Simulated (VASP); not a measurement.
Set up this calculation in VASP 6.6.1, as the native input.

```yaml
Task: single point
Functional: PBE
Potentials_or_basis: VASP PAW PBE potentials, release 64 (Cs_sv)
Cutoff: 500 eV
k_mesh: 6 × 6 × 6
Occupations: fermi-dirac, width 0.05 eV
Spin: no spin polarisation
Dipole_correction: no
Further_INCAR_settings: ALGO = Normal; EDIFF = 1e-06; NBANDS = 10
```

The structure of Cs lies in POSCAR:

```
Cs
1.0
   -3.0000000000      3.0000000000      3.0000000000
    3.0000000000     -3.0000000000      3.0000000000
    3.0000000000      3.0000000000     -3.0000000000
Cs
1
Direct
    0.0000000000      0.0000000000      0.0000000000
```

These files were run (other wordings do the same):

INCAR

```
SYSTEM = Cs
PREC = Accurate
ENCUT = 500
EDIFF = 1E-6
ISMEAR = -1
SIGMA = 0.05
LREAL = .FALSE.
LASPH = .TRUE.
NELM = 120
ALGO = Normal
ISIF = 2
LWAVE = .FALSE.
LCHARG = .FALSE.
GGA = PE
NBANDS = 10
GGA_COMPAT = .FALSE.
```

KPOINTS

```
regular mesh
0
G
  6 6 6
  0 0 0
```

Potentials or basis: VASP PAW PBE potentials, release 64 (Cs_sv).

The run is started by

```bash
$ cat potpaw_PBE.64/Cs_sv/POTCAR > POTCAR
$ mpirun -np 1 vasp_std > vasp.out
```

It gave:

- Pressure: 0.2 GPa

It took 5.9 s on 1 thread of Intel(R) Xeon(R) 6975P-C (Granite Rapids) (shared host), peak memory 0.22 GiB.
